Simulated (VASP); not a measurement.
# SiC (P6_3mc) in VASP: further runs

The runs below take SiC through single point, with PBE.

Program: VASP 6.6.1. These are calculated values, not measurements. Logs are shortened: lines on timing, memory, paths and dates and some standing lists are left out, and cuts for length are marked.

### 1 The cell of the first run

It takes space group P6_3mc (No. 186, hexagonal). Conventional cell: a = 3.076 Å, b = 3.076 Å, c = 5.048 Å, α = 90.00°, β = 90.00°, γ = 120.00°. Si (site symmetry 3m) has 4 C at 1.87 to 1.94 Å within 2.5 Å. C (site symmetry 3m) has 4 Si at 1.87 to 1.94 Å within 2.5 Å.

### 2 Single point, PBE

File INCAR:

```
ALGO     = Normal         # electronic algorithm
EDIFF    = 1E-6           # SCF threshold, eV
ENCUT    = 600            # plane-wave cutoff, eV
GGA      = PE             # functional
GGA_COMPAT= False        
ISIF     = 2              # what is computed and relaxed
ISMEAR   = 0              # smearing method
LASPH    = True           # aspherical terms in the spheres
LCHARG   = False          # write CHGCAR
LREAL    = False          # projectors in reciprocal space
LWAVE    = False          # write WAVECAR
NBANDS   = 16             # bands
NELM     = 120            # most SCF steps
PREC     = Accurate       # precision mode
SIGMA    = 0.02           # smearing width, eV
```

File KPOINTS:

```
k-points
0
Gamma
  3 3 2
```

File POSCAR:

```
SiC
1.0
    3.0760000000      0.0000000000      0.0000000000
   -1.5380000000      2.6638941420      0.0000000000
    0.0000000000      0.0000000000      5.0480000000
Si C
2 2
Direct
    0.3333333333      0.6666666667      0.0000000000
    0.6666666667      0.3333333333      0.5000000000
    0.3333333333      0.6666666667      0.3850000000
    0.6666666667      0.3333333333      0.8850000000
```

Potentials or basis: VASP PAW PBE potentials, release 64 (Si, C).

Launch:

```console
$ cat potpaw_PBE.64/Si/POTCAR potpaw_PBE.64/C/POTCAR > POTCAR
$ mpirun -np 1 vasp_std > vasp.out
```

OUTCAR:

```text
EDIFF = 1E-6
   ENCUT = 600
   GGA = PE
   ISIF = 2
   ISMEAR = 0
   LASPH = True
   LREAL = False
   NELM = 120
   PREC = Accurate

 ion  position               nearest neighbor table
   1  0.333  0.667  0.000-   4 1.87   4 1.87   4 1.87   3 1.94   2 3.09   2 3.09   2 3.09   2 3.09
                             2 3.09   2 3.09
   2  0.667  0.333  0.500-   3 1.87   3 1.87   3 1.87   4 1.94   1 3.09   1 3.09   1 3.09   1 3.09
                             1 3.09   1 3.09
   3  0.333  0.667  0.385-   2 1.87   2 1.87   2 1.87   1 1.94
   4  0.667  0.333  0.885-   1 1.87   1 1.87   1 1.87   2 1.94

  LATTYP: Found a hexagonal cell.
 ALAT       =     3.0760000000
 C/A-ratio  =     1.6410923277

  Lattice vectors:

 A1 = (   3.0760000000,   0.0000000000,   0.0000000000)
 A2 = (  -1.5380000000,   2.6638941420,   0.0000000000)
 A3 = (   0.0000000000,   0.0000000000,   5.0480000000)

Analysis of symmetry for initial positions (statically):
=====================================================================
 Subroutine PRICEL returns:
 Original cell was already a primitive cell.

 Routine SETGRP: Setting up the symmetry group for a
 hexagonal supercell.

 Subroutine GETGRP returns: Found 12 space group operations
 (whereof  6 operations were pure point group operations)
 out of a pool of 24 trial point group operations.

The static configuration has the point symmetry C_3v.
 The point group associated with its full space group is C_6v.

Analysis of symmetry for dynamics (positions and initial velocities):
=====================================================================
 Subroutine PRICEL returns:
 Original cell was already a primitive cell.

 Routine SETGRP: Setting up the symmetry group for a
 hexagonal supercell.

 Subroutine GETGRP returns: Found 12 space group operations
 (whereof  6 operations were pure point group operations)
 out of a pool of 24 trial point group operations.

The dynamic configuration has the point symmetry C_3v.
 The point group associated with its full space group is C_6v.

 Subroutine INISYM returns: Found 12 space group operations
 (whereof  6 operations are pure point group operations),
 and found     1 'primitive' translations

[... 78 lines left out ...]
   NELM   =    120;   NELMIN=  2; NELMDL= -5     # of ELM steps
   EDIFF  = 0.1E-05   stopping-criterion for ELM
   LREAL  =      F    real-space projection
   EDIFFG = 0.1E-04   stopping-criterion for IOM
   NSW    =      0    number of steps for IOM
   IBRION =     -1    ionic relax: 0-MD 1-quasi-New 2-CG
   NFREE  =      0    steps in history (QN), initial steepest desc. (CG)
   ISIF   =      2    stress and relaxation
   ISYM   =      2    0-nonsym 1-usesym 2-fastsym
   POTIM  = 0.5000    time-step for ionic-motion
   TEBEG  =    0.0;   TEEND  =   0.0 temperature during run
   PSTRESS=    0.0 pullay stress
   NELECT =      16.0000    total number of electrons
   NUPDOWN=      -1.0000    fix difference up-down
   EMIN   =  10.00;   EMAX   =-10.00  energy-range for DOS
   EFERMI =   0.00;   METHOD = LEGACY
   ISMEAR =     0;   SIGMA  =   0.02  broadening in eV -4-tet -1-fermi 0-gaus
   EFERMI_NEDOS =   21; number of points for ismear=-14 and -15
   IALGO  =     38    algorithm
   IMIX   =      4    mixing-type and parameters
     AMIX     =   0.40;   BMIX     =  1.00
     AMIX_MAG =   1.60;   BMIX_MAG =  1.00
  volume/ion in A,a.u.               =      10.34        69.78
  Fermi-wavevector in a.u.,A,eV,Ry     =   1.192817  2.254098 19.358549  1.422813
  Thomas-Fermi vector in A             =   2.328847
   LORBIT       =      0    0 simple, 1 ext, 2 COOP (PROOUT), +10 PAW based schemes
   GGA     = PE    functional components
   LHFCALC =     F    Hartree Fock is set to
   AEXX    =    0.0000 exact exchange contribution
   IVDW    =     0    specifies the selected vdW correction
   LEPSILON=     F    determine dielectric tensor
   LRPA    =     F    only Hartree local field effects (RPA)
 non-spin polarized calculation
 Gauss-broadening in eV      SIGMA  =   0.02
  energy-cutoff  :      600.00
  volume of cell :       41.36
 maximum number of plane-waves:      1404
 NGX is ok and might be reduce to    28
   NGX = 13   NGY = 13   NGZ = 21

 number of electron      16.0000001 magnetization

 Free energy of the ion-electron system (eV)
  ---------------------------------------------------
  ext. energy  EPLUGINS =         0.00000000
  ---------------------------------------------------
  free energy    TOTEN  =       -29.58095098 eV

  energy without entropy =      -29.58095098  energy(sigma->0) =      -29.58095098

 E-fermi :   8.6298     XC(G=0): -11.3254

 val. band max:        8.4885812830   @ k =   0.0000   0.0000   0.0000
 cond. band min:      10.7465602435   @ k =   0.3333   0.3333   0.0000
 fundamental gap:      2.2579789605
 Fermi energy:         8.6298114803

 k-point     1 :       0.0000    0.0000    0.0000
  band No.  band energies     occupation
      1      -7.2699      2.00000
      2      -3.7522      2.00000
      3      -0.2492      2.00000
      4       6.9264      2.00000
      5       6.9264      2.00000
      6       8.2190      2.00000
[... 91 lines left out ...]
      3       0.5115      2.00000
      4       0.5115      2.00000
      5       2.5978      2.00000
      6       2.5978      2.00000
[... 8 lines left out ...]
     15      19.8446      0.00000
     16      19.8446      0.00000

------------------------ aborting loop because EDIFF is reached ----------------------------------------

  FORCE on cell =-STRESS in cart. coord.  units (eV):
  Direction    XX          YY          ZZ          XY          YZ          ZX
  --------------------------------------------------------------------------------------
  -------------------------------------------------------------------------------------
  Total        1.7416022      1.7416022     -0.2561430      0.0000000      0.0000000      0.0000000
  in kB       67.4585354     67.4585354     -9.9213429      0.0000000      0.0000000      0.0000000
  external PRESSURE =      41.6652426 kB  Pullay stress =       0.0000000 kB

 VOLUME and BASIS-vectors are now :
 -----------------------------------------------------------------------------
  energy-cutoff  :      600.00
  volume of cell :       41.36
      direct lattice vectors                 reciprocal lattice vectors
     3.076000000  0.000000000  0.000000000     0.325097529  0.187695146  0.000000000
    -1.538000000  2.663894142  0.000000000     0.000000000  0.375390292  0.000000000
     0.000000000  0.000000000  5.048000000     0.000000000  0.000000000  0.198098257

 POSITION                                       TOTAL-FORCE (eV/Angst)
 -----------------------------------------------------------------------------------
     -0.00000      1.77593      0.00000        -0.000000      0.000000      0.584651
      1.53800      0.88796      2.52400         0.000000     -0.000000      0.584651
     -0.00000      1.77593      1.94348         0.000000     -0.000000     -0.584651
      1.53800      0.88796      4.46748         0.000000      0.000000     -0.584651
 -----------------------------------------------------------------------------------
    total drift:                               -0.000000      0.000000     -0.000304

  FREE ENERGIE OF THE ION-ELECTRON SYSTEM (eV)
  ---------------------------------------------------
  free  energy   TOTEN  =       -29.5809509790 eV

  energy  without entropy=      -29.5809509790  energy(sigma->0) =      -29.58095098
```

stdout:

```text
POSCAR found type information on POSCAR SiC
 POSCAR found :  2 types and       4 ions
 scaLAPACK will be used
 LDA part: xc-table for (Slater+PW92), standard interpolation
 POSCAR, INCAR and KPOINTS ok, starting setup
 FFT: planning ... GRIDC
 FFT: planning ... GRID_SOFT
 FFT: planning ... GRID
 WAVECAR not read
 entering main loop
```

It took 12 s on 1 thread of Intel Xeon 8259CL, shared host; peak memory 0.16 GiB.

Results:

| Property | Result |
| --- | --- |
| Free energy | -29.5810 eV |
| Pressure | 4.2 GPa |
| Largest force | 0.585 eV/Å |
| Band gap on the k mesh | 2.26 eV (least direct gap 4.34 eV) |

Forces on the atoms (eV/Å):
```
Si   0.000  0.000  0.585
Si   0.000  0.000  0.585
C    0.000  0.000 -0.585
C    0.000  0.000 -0.585
```

Caveat: the k points lie up to 0.79 Å⁻¹ apart. A k mesh can miss the band edges.

### 3 Single point, PBE

File INCAR:

```
SYSTEM = SiC
ALGO = Normal ; EDIFF = 1E-6
ENCUT = 600 ; GGA = PE
GGA_COMPAT = .FALSE. ; ISIF = 2
ISMEAR = 0 ; LASPH = .TRUE.
LCHARG = .FALSE. ; LREAL = .FALSE.
LWAVE = .FALSE. ; NBANDS = 16
NELM = 120 ; PREC = Accurate
SIGMA = 0.02
```

File KPOINTS:

```
k-points
0
G
  6 6 4
  0 0 0
```

POSCAR is that of step 2.

Potentials or basis: VASP PAW PBE potentials, release 64 (Si, C).

Launch:

```console
$ cat potpaw_PBE.64/Si/POTCAR potpaw_PBE.64/C/POTCAR > POTCAR
$ mpirun -np 1 vasp_std > vasp.out
```

Wall time 29 s (1 thread of Intel Xeon 8259CL, shared host); peak memory 0.17 GiB.

The run converged. Its results:

| Property | Result |
| --- | --- |
| Free energy | -30.0604 eV |
| Pressure | 3.5 GPa |
| Largest force | 0.745 eV/Å |
| Band gap on the k mesh | 2.32 eV (least direct gap 4.07 eV) |

Forces on the atoms (eV/Å):
```
Si   0.000  0.000  0.745
Si   0.000  0.000  0.745
C    0.000  0.000 -0.745
C    0.000  0.000 -0.745
```

Stress tensor (GPa, compression positive):
```
5.16 0.00 0.00
0.00 5.16 0.00
0.00 0.00 0.18
```

Levels at points of the mesh, in eV from the valence-band top:
```csv
k point,band 5,band 6,band 7,band 8,band 9,band 10,band 11,band 12
"(0.00, 0.00, 0.00)",-1.56,-0.28,-0.28,0.00,4.62,6.02,6.50,6.50
"(0.50, 0.00, 0.00)",-5.43,-3.54,-3.26,-1.49,2.59,4.19,6.74,7.20
"(0.00, 0.00, 0.50)",-0.97,-0.97,-0.97,-0.97,5.71,5.71,7.17,7.17
"(0.50, 0.00, 0.50)",-2.69,-2.69,-2.34,-2.34,3.16,3.16,4.99,4.99
```

Caveat: the cell stands under pressure. Expect the measured gap to be larger: semilocal functionals such as PBE lack the derivative discontinuity.

### 4 Single point, PBE

File INCAR:

```
SYSTEM = SiC
PREC = Accurate ; ENCUT = 600
EDIFF = 1E-6 ; ISMEAR = 0
SIGMA = 0.02 ; LREAL = .False.
LASPH = .True. ; NELM = 120
ALGO = Normal ; ISIF = 2
LWAVE = .False. ; LCHARG = .False.
GGA = PE ; NBANDS = 16
GGA_COMPAT = .False.
```

File KPOINTS:

```
Automatic mesh
0
Gamma
  9 9 4
  0 0 0
```

POSCAR is that of step 3.

Launch:

```console
$ cat potpaw_PBE.64/Si/POTCAR potpaw_PBE.64/C/POTCAR > POTCAR
$ mpirun -np 1 vasp_std > vasp.out
```

It took 34 s on 1 thread of Intel Xeon 8259CL, shared host; peak memory 0.18 GiB.

It converged, with:

| Property | Result |
| --- | --- |
| Free energy | -30.0704 eV |
| Pressure | 3.5 GPa |
| Largest force | 0.751 eV/Å |
| Band gap on the k mesh | 2.32 eV (least direct gap 4.11 eV) |

Forces on the atoms (eV/Å):
```
Si   0.000  0.000  0.751
Si   0.000  0.000  0.751
C    0.000  0.000 -0.751
C    0.000  0.000 -0.751
```

Stress tensor (GPa, compression positive):
```
5.12 0.00 0.00
0.00 5.12 0.00
0.00 0.00 0.26
```

Levels at points of the mesh, in eV from the valence-band top:
```
           k point  band 4  band 5  band 6  band 7  band 8  band 9  band 10  band 11  band 12  band 13
(0.00, 0.00, 0.00)   -1.56   -1.56   -0.28   -0.28    0.00    4.63     6.03     6.51     6.51     7.55
(0.00, 0.00, 0.50)   -4.45   -0.97   -0.97   -0.97   -0.97    5.71     5.71     7.17     7.17     7.17
```

Caveat: the cell stands under pressure. A k mesh can miss the band edges.

(Continued in part 2 of 2.)
